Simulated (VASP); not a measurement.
# P (R-3m) in VASP: notebook

Runs on P. Level: PBEsol. Tasks: single point.

Program: VASP 6.6.1. These are calculated values, not measurements. Logs are shortened: lines on timing, memory, paths and dates and some standing lists are left out, and cuts for length are marked.

## 1. The cell of the first run

It takes space group R-3m (No. 166, trigonal). Conventional cell: a = 3.372 Å, b = 3.372 Å, c = 8.260 Å, α = 90.00°, β = 90.00°, γ = 120.00°. P (site symmetry 3m) has 6 P at 2.32 to 2.45 Å within 3.1 Å.

## 2. Single point, PBEsol

The input, INCAR:

```
SYSTEM = P
  ALGO = Normal
  EDIFF = 1E-6
  ENCUT = 520
  GGA = PS
  ISIF = 2
  ISMEAR = -1
  LASPH = .True.
  LCHARG = .False.
  LREAL = .False.
  LWAVE = .False.
  NBANDS = 12
  NELM = 100
  PREC = Accurate
  SIGMA = 0.1
```

The input, KPOINTS:

```
k-points
0
Gamma
  15 15 15
  0 0 0
```

The input, POSCAR:

```
P
1.0
    1.6860783408      0.9734577840      2.7533975716
   -1.6860783408      0.9734577840      2.7533975716
    0.0000000000     -1.9469155679      2.7533975716
P
2
Direct
    0.2431910434      0.2431910434      0.2431910434
    0.7568089566      0.7568089566      0.7568089566
```

Potentials or basis: VASP PAW PBE potentials, release 64 (P).

Run with:

```sh
$ cat potpaw_PBE.64/P/POTCAR > POTCAR
$ mpirun -np 1 vasp_std > vasp.out
```

OUTCAR:

```text
SYSTEM = P
   EDIFF = 1E-6
   ENCUT = 520
   GGA = PS
   ISIF = 2
   ISMEAR = -1
   LASPH = .True.
   LREAL = .False.
   NELM = 100
   PREC = Accurate

 ion  position               nearest neighbor table
   1  0.243  0.243  0.243-   2 2.32   2 2.32   2 2.32   2 2.45   2 2.45   2 2.45
   2  0.757  0.757  0.757-   1 2.32   1 2.32   1 2.32   1 2.45   1 2.45   1 2.45

  LATTYP: Found a trigonal (rhomboedric) cell.
 ALAT       =     3.3721919305
 COS(alpha) =     0.5000104527

  Lattice vectors:

 A1 = (   1.6860783408,   0.9734577840,   2.7533975716)
 A2 = (  -1.6860783408,   0.9734577840,   2.7533975716)
 A3 = (   0.0000000000,  -1.9469155679,   2.7533975716)

Analysis of symmetry for initial positions (statically):
=====================================================================
 Subroutine PRICEL returns:
 Original cell was already a primitive cell.

 Routine SETGRP: Setting up the symmetry group for a
 trigonal (rhombohedral) supercell.

 Subroutine GETGRP returns: Found 12 space group operations
 (whereof 12 operations were pure point group operations)
 out of a pool of 12 trial point group operations.

The static configuration has the point symmetry D_3d.

Analysis of symmetry for dynamics (positions and initial velocities):
=====================================================================
 Subroutine PRICEL returns:
 Original cell was already a primitive cell.

 Routine SETGRP: Setting up the symmetry group for a
 trigonal (rhombohedral) supercell.

 Subroutine GETGRP returns: Found 12 space group operations
 (whereof 12 operations were pure point group operations)
 out of a pool of 12 trial point group operations.

The dynamic configuration has the point symmetry D_3d.

 Subroutine INISYM returns: Found 12 space group operations
 (whereof 12 operations are pure point group operations),
 and found     1 'primitive' translations

----------------------------------------------------------------------------------------

                                     Primitive cell

  volume of cell :      27.1153

  direct lattice vectors                    reciprocal lattice vectors
     1.686078341  0.973457784  2.753397572     0.296546126  0.171210986  0.121062551
    -1.686078341  0.973457784  2.753397572    -0.296546126  0.171210986  0.121062551
     0.000000000 -1.946915568  2.753397572     0.000000000 -0.342421971  0.121062551

  length of vectors
     3.372191930  3.372191930  3.372191930     0.363192714  0.363192714  0.363192714

  position of ions in fractional coordinates (direct lattice)
     0.243191043  0.243191043  0.243191043
     0.756808957  0.756808957  0.756808957

  ion indices of the primitive-cell ions
   primitive index   ion index
                 1           1
                 2           2

----------------------------------------------------------------------------------------

 KPOINTS: k-points

Automatic generation of k-mesh.
 Grid dimensions read from file:
 generate k-points for:   15   15   15

 Generating k-lattice:

  Cartesian coordinates                     Fractional coordinates (reciprocal lattice)
     0.019769742  0.011414066  0.008070837     0.066666667  0.000000000  0.000000000
    -0.019769742  0.011414066  0.008070837     0.000000000  0.066666667  0.000000000
     0.000000000 -0.022828131  0.008070837     0.000000000  0.000000000  0.066666667

  Length of vectors
     0.024212848  0.024212848  0.024212848

  Shift w.r.t. Gamma in fractional coordinates (k-lattice)
     0.000000000  0.000000000  0.000000000

 Subroutine IBZKPT returns following result:
 ===========================================

 Found    344 irreducible k-points:

 Following reciprocal coordinates:
            Coordinates               Weight
  0.000000  0.000000  0.000000      1.000000
  0.066667 -0.000000 -0.000000      6.000000
  0.066667  0.066667  0.066667      2.000000
  0.133333 -0.000000 -0.000000      6.000000
  0.133333  0.133333  0.133333      2.000000
  0.200000  0.000000  0.000000      6.000000
[... 16 lines left out ...]
  0.266667  0.066667 -0.000000     12.000000
  0.066667  0.066667 -0.200000      6.000000
 [... further k-points ...]
   k-points           NKPTS =    344   k-points in BZ     NKDIM =    344   number of bands    NBANDS=     12
   number of dos      NEDOS =    301   number of ions     NIONS =      2
   total plane-waves  NPLWV =  21952
   dimension x,y,z NGX =    28 NGY =   28 NGZ =   28
   dimension x,y,z NGXF=    56 NGYF=   56 NGZF=   56
   ions per type =               2
   NGX,Y,Z   is equivalent  to a cutoff of  13.80, 13.80, 13.80 a.u.
   NGXF,Y,Z  is equivalent  to a cutoff of  27.61, 27.61, 27.61 a.u.
 SYSTEM =  P
   PREC   = accura    normal or accurate (medium, high low for compatibility)
   ISTART =      0    job   : 0-new  1-cont  2-samecut
   ICHARG =      2    charge: 1-file 2-atom 10-const
   ISPIN  =      1    spin polarized calculation?
   LNONCOLLINEAR =      F non collinear calculations
   LSORBIT =      F    spin-orbit coupling
   LASPH  =      T    aspherical Exc in radial PAW
   ENCUT  =  520.0 eV  38.22 Ry    6.18 a.u.   6.27  6.27  6.27*2*pi/ulx,y,z
   NELM   =    100;   NELMIN=  2; NELMDL= -5     # of ELM steps
   EDIFF  = 0.1E-05   stopping-criterion for ELM
   LREAL  =      F    real-space projection
   EDIFFG = 0.1E-04   stopping-criterion for IOM
   NSW    =      0    number of steps for IOM
   IBRION =     -1    ionic relax: 0-MD 1-quasi-New 2-CG
   NFREE  =      0    steps in history (QN), initial steepest desc. (CG)
   ISIF   =      2    stress and relaxation
   ISYM   =      2    0-nonsym 1-usesym 2-fastsym
   POTIM  = 0.5000    time-step for ionic-motion
   TEBEG  =    0.0;   TEEND  =   0.0 temperature during run
   PSTRESS=    0.0 pullay stress
   NELECT =      10.0000    total number of electrons
   NUPDOWN=      -1.0000    fix difference up-down
   EMIN   =  10.00;   EMAX   =-10.00  energy-range for DOS
   EFERMI =   0.00;   METHOD = LEGACY
   ISMEAR =    -1;   SIGMA  =   0.10  broadening in eV -4-tet -1-fermi 0-gaus
   EFERMI_NEDOS =   21; number of points for ismear=-14 and -15
   IALGO  =     38    algorithm
   IMIX   =      4    mixing-type and parameters
     AMIX     =   0.40;   BMIX     =  1.00
     AMIX_MAG =   1.60;   BMIX_MAG =  1.00
  volume/ion in A,a.u.               =      13.56        91.49
  Fermi-wavevector in a.u.,A,eV,Ry     =   1.174005  2.218547 18.752732  1.378287
  Thomas-Fermi vector in A             =   2.310409
   LORBIT       =      0    0 simple, 1 ext, 2 COOP (PROOUT), +10 PAW based schemes
   GGA     = PS    functional components
   LHFCALC =     F    Hartree Fock is set to
   AEXX    =    0.0000 exact exchange contribution
   IVDW    =     0    specifies the selected vdW correction
   LEPSILON=     F    determine dielectric tensor
   LRPA    =     F    only Hartree local field effects (RPA)
 non-spin polarized calculation
  energy-cutoff  :      520.00
  volume of cell :       27.12
 maximum number of plane-waves:       745
 NGX is ok and might be reduce to    28
   NGX = 13   NGY = 13   NGZ = 13

 number of electron      10.0000000 magnetization

 Free energy of the ion-electron system (eV)
  ---------------------------------------------------
  ext. energy  EPLUGINS =         0.00000000
  ---------------------------------------------------
  free energy    TOTEN  =       -11.53207509 eV

  energy without entropy =      -11.51579588  energy(sigma->0) =      -11.52393549

 E-fermi :  10.7655     XC(G=0): -11.6834

 val. band max:       10.7647305620   @ k =   0.2000   0.2000   0.4000
 cond. band min:      10.7703923254   @ k =   0.4667   0.0667   0.0000
 fundamental gap:      0.0056617634
 Fermi energy:        10.7655009035

 k-point     1 :       0.0000    0.0000    0.0000
  band No.  band energies     occupation
      1      -6.6391      2.00000
      2       8.3380      2.00000
      3       8.3380      2.00000
      4       8.4549      2.00000
      5       9.8713      1.99974
      6      14.5496      0.00000
      7      14.8531      0.00000
      8      14.8531      0.00000
      9      16.2182      0.00000
     10      16.2182      0.00000
     11      16.5938      0.00000
     12      17.4510      0.00000

 k-point     2 :       0.0667   -0.0000   -0.0000
  band No.  band energies     occupation
      1      -6.5585      2.00000
      2       7.4060      2.00000
      3       8.3134      2.00000
      4       8.4186      2.00000
      5      10.5375      1.81438
      6      14.5209      0.00000
      7      14.8509      0.00000
      8      14.9578      0.00000
      9      15.4546      0.00000
     10      15.6684      0.00000
     11      16.1859      0.00000
     12      18.5396      0.00000

 k-point     3 :       0.0667    0.0667    0.0667
  band No.  band energies     occupation
      1      -6.5589      2.00000
      2       7.4782      2.00000
      3       8.3163      2.00000
      4       8.3163      2.00000
      5      10.5775      1.73529
      6      14.6177      0.00000
      7      14.7538      0.00000
      8      14.7538      0.00000
      9      15.5632      0.00000
     10      15.5632      0.00000
     11      16.4687      0.00000
     12      18.5247      0.00000

 k-point     4 :       0.1333   -0.0000   -0.0000
  band No.  band energies     occupation
      1      -6.3168      2.00000
      2       5.8660      2.00000
      3       8.2562      2.00000
      4       8.3627      2.00000
      5      11.2210      0.02081
      6      13.8312      0.00000
      7      13.8825      0.00000
      8      15.1011      0.00000
      9      15.6050      0.00000
     10      15.6993      0.00000
     11      16.1205      0.00000
     12      20.2133      0.00000

 k-point     5 :       0.1333    0.1333    0.1333
  band No.  band energies     occupation
      1      -6.3184      2.00000
      2       5.9247      2.00000
      3       8.2673      2.00000
      4       8.2673      2.00000
      5      11.2906      0.01043
      6      13.7864      0.00000
      7      13.7864      0.00000
      8      14.7879      0.00000
      9      15.8032      0.00000
     10      15.8032      0.00000
     11      16.3193      0.00000
     12      20.1927      0.00000
[... 228 lines left out ...]
      1      -5.9954      2.00000
      2       4.7789      2.00000
      3       7.6324      2.00000
      4       8.3621      2.00000
      5      11.3828      0.00416
      6      12.3778      0.00000
      7      14.1589      0.00000
      8      14.5885      0.00000
      9      15.8648      0.00000
     10      16.9183      0.00000
     11      16.9961      0.00000
     12      20.4823      0.00000

 k-point    22 :       0.2000    0.1333    0.2000
  band No.  band energies     occupation
      1      -5.9987      2.00000
      2       4.8433      2.00000
      3       7.6459      2.00000
      4       8.2414      2.00000
      5      11.6216      0.00038
      6      12.1374      0.00000
      7      14.0495      0.00000
      8      14.6444      0.00000
      9      15.7123      0.00000
     10      17.0587      0.00000
     11      17.2022      0.00000
     12      20.4346      0.00000

 k-point    23 :       0.2667    0.0667   -0.0000
  band No.  band energies     occupation
      1      -5.4894      2.00000
      2       3.2114      2.00000
      3       7.5680      2.00000
      4       8.3527      2.00000
      5      10.6132      1.64210
      6      12.3142      0.00000
      7      13.0909      0.00000
      8      14.8317      0.00000
      9      15.7522      0.00000
     10      18.0681      0.00000
     11      18.3017      0.00000
     12      22.3961      0.00000

 k-point    24 :       0.0667    0.0667   -0.2000
  band No.  band energies     occupation
      1      -5.4883      2.00000
      2       3.2016      2.00000
      3       7.5176      2.00000
      4       8.4647      2.00000
      5      10.5131      1.85160
      6      12.4017      0.00000
      7      13.0995      0.00000
      8      14.5903      0.00000
      9      16.0816      0.00000
     10      18.0305      0.00000
     11      18.1841      0.00000
     12      22.3878      0.00000

 [... further k-points ...]

------------------------ aborting loop because EDIFF is reached ----------------------------------------

  FORCE on cell =-STRESS in cart. coord.  units (eV):
  Direction    XX          YY          ZZ          XY          YZ          ZX
  --------------------------------------------------------------------------------------
  -------------------------------------------------------------------------------------
  Total        1.2677262      1.2677262      1.2711371      0.0000000      0.0000000      0.0000000
  in kB       74.9067601     74.9067601     75.1083008      0.0000000      0.0000000      0.0000000
  external PRESSURE =      74.9739403 kB  Pullay stress =       0.0000000 kB

 VOLUME and BASIS-vectors are now :
 -----------------------------------------------------------------------------
  energy-cutoff  :      520.00
  volume of cell :       27.12
      direct lattice vectors                 reciprocal lattice vectors
     1.686078341  0.973457784  2.753397572     0.296546126  0.171210986  0.121062551
    -1.686078341  0.973457784  2.753397572    -0.296546126  0.171210986  0.121062551
     0.000000000 -1.946915568  2.753397572     0.000000000 -0.342421971  0.121062551

 POSITION                                       TOTAL-FORCE (eV/Angst)
 -----------------------------------------------------------------------------------
      0.00000      0.00000      2.00880         0.000000     -0.000000     -0.017154
      0.00000      0.00000      6.25139         0.000000      0.000000      0.017154
 -----------------------------------------------------------------------------------
    total drift:                               -0.000000     -0.000000      0.000000

  FREE ENERGIE OF THE ION-ELECTRON SYSTEM (eV)
  ---------------------------------------------------
  free  energy   TOTEN  =       -11.5320750895 eV

  energy  without entropy=      -11.5157958830  energy(sigma->0) =      -11.52393549
```

It took 82 s on 1 thread of Intel Xeon 6975P-C (Granite Rapids), shared host; peak memory 0.21 GiB.

Results:

| Property | Result |
| --- | --- |
| Free energy | -11.5321 eV |
| Pressure | 7.5 GPa |
| Largest force | 0.017 eV/Å |
| Band gap on the k mesh | zero (bands 5 and 6 overlap by 2.18 eV) |

Forces in eV/Å, atoms in the order of the input:
```
P    0.000  0.000 -0.017
P    0.000  0.000  0.017
```

Caveat: the cell stands under pressure; the PAW data sets were made with another functional, which shifts forces and pressure a little.

## 3. Single point, PBEsol

The input, INCAR:

```
PREC     = Accurate       # precision mode
ENCUT    = 520            # plane-wave cutoff, eV
EDIFF    = 1E-6           # SCF threshold, eV
ISMEAR   = -1             # smearing method
SIGMA    = 0.1            # smearing width, eV
LREAL    = False          # projectors in reciprocal space
LASPH    = True           # aspherical terms in the spheres
NELM     = 100            # most SCF steps
ALGO     = Normal         # electronic algorithm
ISIF     = 2              # what is computed and relaxed
LWAVE    = False          # write WAVECAR
LCHARG   = False          # write CHGCAR
GGA      = PS             # functional
NBANDS   = 12             # bands
```

The input, KPOINTS:

```
regular mesh
0
Gamma
  15 15 15
```

POSCAR is that of step 2.

Potentials or basis: VASP PAW PBE potentials, release 64 (P).

Run with:

```sh
$ cat potpaw_PBE.64/P/POTCAR > POTCAR
$ mpirun -np 1 vasp_std > vasp.out
```

OUTCAR:

```text
PREC = Accurate
   ENCUT = 520
   EDIFF = 1E-6
   ISMEAR = -1
   LREAL = False
   LASPH = True
   NELM = 100
   ISIF = 2
   GGA = PS

 ion  position               nearest neighbor table
   1  0.243  0.243  0.243-   2 2.32   2 2.32   2 2.32   2 2.45   2 2.45   2 2.45
   2  0.757  0.757  0.757-   1 2.32   1 2.32   1 2.32   1 2.45   1 2.45   1 2.45

  LATTYP: Found a trigonal (rhomboedric) cell.
 ALAT       =     3.3721919305
 COS(alpha) =     0.5000104527

  Lattice vectors:

 A1 = (   1.6860783408,   0.9734577840,   2.7533975716)
 A2 = (  -1.6860783408,   0.9734577840,   2.7533975716)
 A3 = (   0.0000000000,  -1.9469155679,   2.7533975716)

Analysis of symmetry for initial positions (statically):
=====================================================================
 Subroutine PRICEL returns:
 Original cell was already a primitive cell.

 Routine SETGRP: Setting up the symmetry group for a
 trigonal (rhombohedral) supercell.

 Subroutine GETGRP returns: Found 12 space group operations
 (whereof 12 operations were pure point group operations)
 out of a pool of 12 trial point group operations.
[... 174 lines left out ...]
      3       8.3380      2.00000
      4       8.4549      2.00000
      5       9.8713      1.99974
      6      14.5496      0.00000
      7      14.8531      0.00000
      8      14.8531      0.00000
      9      16.2182      0.00000
     10      16.2182      0.00000
     11      16.5938      0.00000
     12      17.4510      0.00000
[... 331 lines left out ...]
 k-point    24 :       0.0667    0.0667   -0.2000
  band No.  band energies     occupation
      1      -5.4883      2.00000
      2       3.2016      2.00000
      3       7.5176      2.00000
      4       8.4647      2.00000
      5      10.5131      1.85160
      6      12.4017      0.00000
      7      13.0995      0.00000
      8      14.5903      0.00000
      9      16.0816      0.00000
     10      18.0305      0.00000
     11      18.1841      0.00000
     12      22.3878      0.00000

 [... further k-points ...]

------------------------ aborting loop because EDIFF is reached ----------------------------------------

  FORCE on cell =-STRESS in cart. coord.  units (eV):
  Direction    XX          YY          ZZ          XY          YZ          ZX
  --------------------------------------------------------------------------------------
  -------------------------------------------------------------------------------------
  Total        1.2677262      1.2677262      1.2711371      0.0000000      0.0000000      0.0000000
  in kB       74.9067601     74.9067601     75.1083008      0.0000000      0.0000000      0.0000000
  external PRESSURE =      74.9739403 kB  Pullay stress =       0.0000000 kB

 VOLUME and BASIS-vectors are now :
 -----------------------------------------------------------------------------
  energy-cutoff  :      520.00
  volume of cell :       27.12
      direct lattice vectors                 reciprocal lattice vectors
     1.686078341  0.973457784  2.753397572     0.296546126  0.171210986  0.121062551
    -1.686078341  0.973457784  2.753397572    -0.296546126  0.171210986  0.121062551
     0.000000000 -1.946915568  2.753397572     0.000000000 -0.342421971  0.121062551

 POSITION                                       TOTAL-FORCE (eV/Angst)
 -----------------------------------------------------------------------------------
      0.00000      0.00000      2.00880         0.000000     -0.000000     -0.017154
      0.00000      0.00000      6.25139         0.000000      0.000000      0.017154
 -----------------------------------------------------------------------------------
    total drift:                               -0.000000     -0.000000      0.000000

  FREE ENERGIE OF THE ION-ELECTRON SYSTEM (eV)
  ---------------------------------------------------
  free  energy   TOTEN  =       -11.5320750895 eV

  energy  without entropy=      -11.5157958830  energy(sigma->0) =      -11.52393549
```

It took 93 s on 1 thread of Intel Xeon 6975P-C (Granite Rapids), shared host; peak memory 0.21 GiB.

Results:

| Property | Result |
| --- | --- |
| Free energy | -11.5321 eV |
| Pressure | 7.5 GPa |
| Largest force | 0.017 eV/Å |
| Band gap on the k mesh | zero (bands 5 and 6 overlap by 2.18 eV) |

Forces in eV/Å, atoms in the order of the input:
```
P    0.000  0.000 -0.017
P    0.000  0.000  0.017
```

Levels at points of the mesh, in eV from the Fermi level:
| k point | band 1 | band 2 | band 3 | band 4 | band 5 | band 6 | band 7 | band 8 | band 9 | band 10 |
| --- | --- | --- | --- | --- | --- | --- | --- | --- | --- | --- |
| (0.00, 0.00, 0.00) | -17.40 | -2.43 | -2.43 | -2.31 | -0.89 | 3.78 | 4.09 | 4.09 | 5.45 | 5.45 |

Caveat: the cell stands under pressure; the PAW data sets were made with another functional, which shifts forces and pressure a little.
